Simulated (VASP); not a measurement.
# V in VASP: further runs

V is run at these levels: PBEsol+D3(BJ), PBE, PBEsol; tasks: relaxation of cell and atoms, single point.

All numbers are computed with VASP 6.6.1; they aren't measurements. Logs are shortened: lines on timing, memory, paths and dates and some standing lists are left out, and cuts for length are marked.

## 1. The cell of the first run

It takes space group Im-3m (No. 229, cubic). Conventional cell: a = 3.029 Å, b = 3.029 Å, c = 3.029 Å, α = 90.00°, β = 90.00°, γ = 90.00°. Within 3.5 Å of V (site symmetry m-3m) lie 14 V at 2.62 to 3.03 Å.

## 2. Relaxation of cell and atoms, PBEsol+D3(BJ), collinear spin, ferromagnetic start

INCAR

```
SYSTEM = V
PREC = Accurate
ENCUT = 600
EDIFF = 1E-7
ISMEAR = -1
SIGMA = 0.05
LREAL = .FALSE.
LASPH = .TRUE.
NELM = 150
ALGO = Normal
ISIF = 3
LWAVE = .FALSE.
LCHARG = .FALSE.
ISPIN = 2
MAGMOM = 2
LORBIT = 11
LMAXMIX = 4
GGA = PS
IVDW = 12
IBRION = 2
NSW = 60
EDIFFG = -0.01
```

KPOINTS

```
Automatic mesh
0
G
  12 12 12
  0 0 0
```

POSCAR

```
V
1.0
   -1.5143500000      1.5143500000      1.5143500000
    1.5143500000     -1.5143500000      1.5143500000
    1.5143500000      1.5143500000     -1.5143500000
V
1
Direct
    0.0000000000      0.0000000000      0.0000000000
```

Potentials or basis: VASP PAW PBE potentials, release 64 (V_sv).

Started as:

```
$ cat potpaw_PBE.64/V_sv/POTCAR > POTCAR
$ mpirun -np 1 vasp_std > vasp.out
```

OUTCAR:

```text
SYSTEM = V
   PREC = Accurate
   ENCUT = 600
   EDIFF = 1E-7
   ISMEAR = -1
   LREAL = .FALSE.
   LASPH = .TRUE.
   NELM = 150
   ISIF = 3
   ISPIN = 2
   LORBIT = 11
   GGA = PS
   IVDW = 12
   IBRION = 2
   NSW = 60
   EDIFFG = -0.01
 IVDW          = 12

 ion  position               nearest neighbor table
   1  0.000  0.000  0.000-

  LATTYP: Found a body centered cubic cell.
 ALAT       =     3.0287000000

  Lattice vectors:

 A1 = (  -1.5143500000,   1.5143500000,   1.5143500000)
 A2 = (   1.5143500000,  -1.5143500000,   1.5143500000)
 A3 = (   1.5143500000,   1.5143500000,  -1.5143500000)

Analysis of symmetry for initial positions (statically):
=====================================================================
 Subroutine PRICEL returns:
 Original cell was already a primitive cell.

 Routine SETGRP: Setting up the symmetry group for a
 body centered cubic supercell.

 Subroutine GETGRP returns: Found 48 space group operations
 (whereof 48 operations were pure point group operations)
 out of a pool of 48 trial point group operations.

The static configuration has the point symmetry O_h .

Analysis of symmetry for dynamics (positions and initial velocities):
=====================================================================
 Subroutine PRICEL returns:
 Original cell was already a primitive cell.

 Routine SETGRP: Setting up the symmetry group for a
 body centered cubic supercell.

 Subroutine GETGRP returns: Found 48 space group operations
 (whereof 48 operations were pure point group operations)
 out of a pool of 48 trial point group operations.

The dynamic configuration has the point symmetry O_h .

Analysis of structural, dynamic, and magnetic symmetry:
=====================================================================
 Subroutine PRICEL returns:
 Original cell was already a primitive cell.

 Routine SETGRP: Setting up the symmetry group for a
 body centered cubic supercell.

 Subroutine GETGRP returns: Found 48 space group operations
 (whereof 48 operations were pure point group operations)
 out of a pool of 48 trial point group operations.

The overall configuration has the point symmetry O_h .

 Subroutine INISYM returns: Found 48 space group operations
 (whereof 48 operations are pure point group operations),
 and found     1 'primitive' translations

----------------------------------------------------------------------------------------

                                     Primitive cell

  volume of cell :      13.8912

  direct lattice vectors                    reciprocal lattice vectors
    -1.514350000  1.514350000  1.514350000     0.000000000  0.330174662  0.330174662
     1.514350000 -1.514350000  1.514350000     0.330174662  0.000000000  0.330174662
     1.514350000  1.514350000 -1.514350000     0.330174662  0.330174662  0.000000000

  length of vectors
     2.622931140  2.622931140  2.622931140     0.466937486  0.466937486  0.466937486

  position of ions in fractional coordinates (direct lattice)
     0.000000000  0.000000000  0.000000000

  ion indices of the primitive-cell ions
   primitive index   ion index
                 1           1

----------------------------------------------------------------------------------------

 KPOINTS: Automatic mesh

Automatic generation of k-mesh.
 Grid dimensions read from file:
 generate k-points for:   12   12   12

 Generating k-lattice:

  Cartesian coordinates                     Fractional coordinates (reciprocal lattice)
     0.000000000  0.027514555  0.027514555     0.083333333  0.000000000  0.000000000
     0.027514555  0.000000000  0.027514555     0.000000000  0.083333333  0.000000000
     0.027514555  0.027514555  0.000000000     0.000000000  0.000000000  0.083333333

  Length of vectors
     0.038911457  0.038911457  0.038911457

  Shift w.r.t. Gamma in fractional coordinates (k-lattice)
     0.000000000  0.000000000  0.000000000

 Subroutine IBZKPT returns following result:
 ===========================================

 Found     72 irreducible k-points:

 Following reciprocal coordinates:
            Coordinates               Weight
  0.000000  0.000000  0.000000      1.000000
  0.083333  0.000000  0.000000     12.000000
  0.166667  0.000000  0.000000     12.000000
  0.250000  0.000000  0.000000     12.000000
  0.333333  0.000000  0.000000     12.000000
  0.416667  0.000000  0.000000     12.000000
[... 16 lines left out ...]
  0.333333  0.083333  0.083333     24.000000
  0.416667  0.083333  0.083333     12.000000
 [... further k-points ...]
   k-points           NKPTS =     72   k-points in BZ     NKDIM =     72   number of bands    NBANDS=     11
   number of dos      NEDOS =    301   number of ions     NIONS =      1
   total plane-waves  NPLWV =  13824
   dimension x,y,z NGX =    24 NGY =   24 NGZ =   24
   dimension x,y,z NGXF=    48 NGYF=   48 NGZF=   48
   ions per type =               1
   NGX,Y,Z   is equivalent  to a cutoff of  15.21, 15.21, 15.21 a.u.
   NGXF,Y,Z  is equivalent  to a cutoff of  30.42, 30.42, 30.42 a.u.
 SYSTEM =  V
   PREC   = accura    normal or accurate (medium, high low for compatibility)
   ISTART =      0    job   : 0-new  1-cont  2-samecut
   ICHARG =      2    charge: 1-file 2-atom 10-const
   ISPIN  =      2    spin polarized calculation?
   LNONCOLLINEAR =      F non collinear calculations
   LSORBIT =      F    spin-orbit coupling
   LASPH  =      T    aspherical Exc in radial PAW
   ENCUT  =  600.0 eV  44.10 Ry    6.64 a.u.   5.24  5.24  5.24*2*pi/ulx,y,z
   NELM   =    150;   NELMIN=  2; NELMDL= -5     # of ELM steps
   EDIFF  = 0.1E-06   stopping-criterion for ELM
   LREAL  =      F    real-space projection
   EDIFFG = -.1E-01   stopping-criterion for IOM
   NSW    =     60    number of steps for IOM
   IBRION =      2    ionic relax: 0-MD 1-quasi-New 2-CG
   NFREE  =      1    steps in history (QN), initial steepest desc. (CG)
   ISIF   =      3    stress and relaxation
   ISYM   =      2    0-nonsym 1-usesym 2-fastsym
   POTIM  = 0.5000    time-step for ionic-motion
   TEBEG  =    0.0;   TEEND  =   0.0 temperature during run
   PSTRESS=    0.0 pullay stress
   NELECT =      13.0000    total number of electrons
   NUPDOWN=      -1.0000    fix difference up-down
   EMIN   =  10.00;   EMAX   =-10.00  energy-range for DOS
   EFERMI =   0.00;   METHOD = LEGACY
   ISMEAR =    -1;   SIGMA  =   0.05  broadening in eV -4-tet -1-fermi 0-gaus
   EFERMI_NEDOS =   21; number of points for ismear=-14 and -15
   IALGO  =     38    algorithm
   IMIX   =      4    mixing-type and parameters
     AMIX     =   0.40;   BMIX     =  1.00
     AMIX_MAG =   1.60;   BMIX_MAG =  1.00
  volume/ion in A,a.u.               =      13.89        93.74
  Fermi-wavevector in a.u.,A,eV,Ry     =   1.601313  3.026044 34.888125  2.564205
  Thomas-Fermi vector in A             =   2.698311
   LORBIT       =     11    0 simple, 1 ext, 2 COOP (PROOUT), +10 PAW based schemes
   GGA     = PS    functional components
   LHFCALC =     F    Hartree Fock is set to
   AEXX    =    0.0000 exact exchange contribution
   IVDW    =    12    specifies the selected vdW correction
   LEPSILON=     F    determine dielectric tensor
   LRPA    =     F    only Hartree local field effects (RPA)
 conjugate gradient relaxation of ions
 spin polarized calculation
  energy-cutoff  :      600.00
  volume of cell :       13.89
 maximum number of plane-waves:       476
 NGX is ok and might be reduce to    24
   NGX = 11   NGY = 11   NGZ = 11

--------------------------------------- Ionic step        1  -------------------------------------------

 number of electron      13.0000003 magnetization       0.0001166

 Free energy of the ion-electron system (eV)
  ---------------------------------------------------
  ext. energy  EPLUGINS =         0.00000000
  ---------------------------------------------------
  free energy    TOTEN  =        -9.60047671 eV

  energy without entropy =       -9.58252825  energy(sigma->0) =       -9.59150248

 E-fermi :   9.1778     XC(G=0): -12.8890

 val. band max:        9.1690274489   @ k =   0.2500   0.0000   0.0000
 cond. band min:       9.1801473563   @ k =  -0.4167   0.5000   0.1667
 fundamental gap:      0.0111199074
 Fermi energy:         9.1778329131

 spin component 1

 k-point     1 :       0.0000    0.0000    0.0000
  band No.  band energies     occupation
      1     -54.3254      1.00000
      2     -27.7746      1.00000
      3     -27.7746      1.00000
      4     -27.7746      1.00000
      5       2.6557      1.00000
      6       9.5920      0.00025
      7       9.5920      0.00025
      8       9.5920      0.00025
      9      11.5191      0.00000
     10      11.5191      0.00000
     11      29.4309      0.00000

 k-point     2 :       0.0833    0.0000    0.0000
  band No.  band energies     occupation
      1     -54.3136      1.00000
      2     -27.8322      1.00000
      3     -27.7923      1.00000
      4     -27.7749      1.00000
      5       2.9275      1.00000
      6       9.4790      0.00242
      7       9.5646      0.00044
      8       9.7838      0.00001
      9      11.3957      0.00000
     10      11.5269      0.00000
     11      28.9015      0.00000
[... 747 lines left out ...]
 VOLUME and BASIS-vectors are now :
 -----------------------------------------------------------------------------
  energy-cutoff  :      600.00
  volume of cell :       12.42
      direct lattice vectors                 reciprocal lattice vectors
    -1.458726354  1.458726354  1.458726354     0.000000000  0.342764768  0.342764768
     1.458726354 -1.458726354  1.458726354     0.342764768  0.000000000  0.342764768
     1.458726354  1.458726354 -1.458726354     0.342764768  0.342764768  0.000000000

 POSITION                                       TOTAL-FORCE (eV/Angst)
 -----------------------------------------------------------------------------------
     -0.00000      0.00000      0.00000         0.000000      0.000000      0.000000
 -----------------------------------------------------------------------------------
    total drift:                                0.000000      0.000000     -0.000000

  FREE ENERGIE OF THE ION-ELECTRON SYSTEM (eV)
  ---------------------------------------------------
  free  energy   TOTEN  =       -10.3410363370 eV

  energy  without entropy=      -10.3245403743  energy(sigma->0) =      -10.33278836

--------------------------------------- Ionic step        4  -------------------------------------------

 number of electron      13.0000004 magnetization       0.0000000

 number of electron      13.0000004 magnetization      -0.0000000

 Free energy of the ion-electron system (eV)
  ---------------------------------------------------
  ext. energy  EPLUGINS =         0.00000000
  ---------------------------------------------------
  free energy    TOTEN  =        -9.62182385 eV

  energy without entropy =       -9.60545545  energy(sigma->0) =       -9.61363965

 E-fermi :  10.6519     XC(G=0): -13.5254

 val. band max:       10.6282313444   @ k =  -0.4167   0.5000   0.0833
 cond. band min:      10.6545247516   @ k =  -0.3333   0.3333   0.1667
 fundamental gap:      0.0262934072
 Fermi energy:        10.6518894290

 spin component 1

 k-point     1 :       0.0000    0.0000    0.0000
  band No.  band energies     occupation
      1     -52.7189      1.00000
      2     -25.9628      1.00000
      3     -25.9628      1.00000
      4     -25.9628      1.00000
      5       3.8839      1.00000
      6      11.0852      0.00017
      7      11.0852      0.00017
      8      11.0852      0.00017
      9      13.3149      0.00000
     10      13.3149      0.00000
     11      31.7909      0.00000

 k-point     2 :       0.0833    0.0000    0.0000
  band No.  band energies     occupation
      1     -52.7004      1.00000
      2     -26.0463      1.00000
      3     -25.9878      1.00000
      4     -25.9635      1.00000
      5       4.1862      1.00000
      6      10.9505      0.00254
      7      11.0520      0.00033
      8      11.3098      0.00000
      9      13.1640      0.00000
     10      13.3238      0.00000
     11      31.4031      0.00000
[... 665 lines left out ...]
 VOLUME and BASIS-vectors are now :
 -----------------------------------------------------------------------------
  energy-cutoff  :      600.00
  volume of cell :       12.38
      direct lattice vectors                 reciprocal lattice vectors
    -1.457360072  1.457360072  1.457360072     0.000000000  0.343086111  0.343086111
     1.457360072 -1.457360072  1.457360072     0.343086111  0.000000000  0.343086111
     1.457360072  1.457360072 -1.457360072     0.343086111  0.343086111  0.000000000

 POSITION                                       TOTAL-FORCE (eV/Angst)
 -----------------------------------------------------------------------------------
      2.91472      0.00000      0.00000         0.000000      0.000000      0.000000
 -----------------------------------------------------------------------------------
    total drift:                                0.000000      0.000000     -0.000000

  FREE ENERGIE OF THE ION-ELECTRON SYSTEM (eV)
  ---------------------------------------------------
  free  energy   TOTEN  =       -10.3411204263 eV

  energy  without entropy=      -10.3247520348  energy(sigma->0) =      -10.33293623

 reached required accuracy - stopping structural energy minimisation

 total charge

# of ion       s       p       d       tot
------------------------------------------
    1        2.369   6.247   3.204  11.820

 magnetization (x)

# of ion       s       p       d       tot
------------------------------------------
    1       -0.000  -0.000   0.000   0.000
```

Run time: 53 s. Hardware: 1 thread of Intel Xeon 6975P-C, shared host; peak memory 0.18 GiB.

What came out:

| Property | Result |
| --- | --- |
| Free energy | -10.3411 eV |
| Relaxed volume | 12.38 Å³/atom |
| Relaxed cell | a = 2.524 Å, b = 2.524 Å, c = 2.524 Å, α = 109.47°, β = 109.47°, γ = 109.47° |
| Space group after relaxing (to 0.05 Å) | Im-3m (No. 229) |
| Energy gained by relaxing | 99.9 meV/atom |
| Ionic steps | 4 |
| Pressure after relaxing | -0.1 GPa |
| Net moment | 0.00 μB per cell |
| Valence electrons inside the program's atomic spheres | V 11.82 |
| Dispersion energy per atom | -0.719 eV |

The path:
| step | energy change (eV) | largest force (eV/Å) | pressure (GPa) | volume (Å³) |
| --- | --- | --- | --- | --- |
| 1 | 0.0000 | 0.0000 | -19.35 | 13.89 |
| 2 | 0.0661 | 0.0000 | 37.72 | 10.78 |
| 3 | -0.0998 | 0.0000 | -0.68 | 12.42 |
| 4 | -0.0999 | 0.0000 | -0.10 | 12.38 |

Final structure:
```yaml
crystal:
  lattice:
    - [-1.45736, 1.45736, 1.45736]
    - [1.45736, -1.45736, 1.45736]
    - [1.45736, 1.45736, -1.45736]
  atoms:
    - { symbol: V, position: [0.00000, 0.00000, 0.00000] }
```

Caveat: the PAW data sets were made with another functional, which shifts forces and pressure a little; the volume moved by -11 % from the deposited cell, more than functionals usually miss; pairwise dispersion overbinds metals, which lowers pressure and volume.

## 3. Single point, PBE, collinear spin, ferromagnetic start

This run uses another cell than the first one, of 14.17 Å³/atom, 1.020 times its volume.

INCAR

```
  ALGO = Normal
  EDIFF = 1E-7
  ENCUT = 520
  GGA = PE
  ISIF = 2
  ISMEAR = -1
  ISPIN = 2
  LASPH = T
  LCHARG = T
  LELF = T
  LMAXMIX = 4
  LORBIT = 11
  LREAL = F
  LVHAR = T
  LWAVE = F
  MAGMOM = 2
  NBANDS = 16
  NELM = 150
  PREC = Accurate
  SIGMA = 0.05
```

KPOINTS

```
k-points
0
Gamma
  9 9 9
```

POSCAR

```
V
1.0
   -1.5294935000      1.5294935000      1.5143500000
    1.5294935000     -1.5294935000      1.5143500000
    1.5294935000      1.5294935000     -1.5143500000
V
1
Direct
    0.0000000000      0.0000000000      0.0000000000
```

Potentials or basis: VASP PAW PBE potentials, release 64 (V_sv).

Started as:

```
$ cat potpaw_PBE.64/V_sv/POTCAR > POTCAR
$ mpirun -np 1 vasp_std > vasp.out
```

Wall time 31 s (1 thread of Intel Xeon 6975P-C, shared host); peak memory 0.15 GiB.

The run converged. Its results:

| Property | Result |
| --- | --- |
| Free energy | -8.9762 eV |
| Pressure | -8.3 GPa |
| Net moment | 0.15 μB per cell |
| Site moments | V +0.12 μB |
| Valence electrons inside the program's atomic spheres | V 11.57 |

Stress tensor (GPa, compression positive):
```
-8.44  0.00  0.00
 0.00 -8.44  0.00
 0.00  0.00 -7.87
```

Levels at points of the mesh, in eV from the Fermi level:
Spin up:
| k point | band 2 | band 3 | band 4 | band 5 | band 6 | band 7 | band 8 | band 9 | band 10 | band 11 |
| --- | --- | --- | --- | --- | --- | --- | --- | --- | --- | --- |
| (0.00, 0.00, 0.00) | -37.24 | -37.24 | -37.24 | -6.57 | 0.25 | 0.33 | 0.33 | 2.17 | 2.26 | 19.93 |
Spin down:
| k point | band 4 | band 5 | band 6 | band 7 | band 8 | band 9 |
| --- | --- | --- | --- | --- | --- | --- |
| (0.00, 0.00, 0.00) | -37.14 | -6.46 | 0.38 | 0.45 | 0.45 | 2.24 |

(Continued in part 2 of 2.)
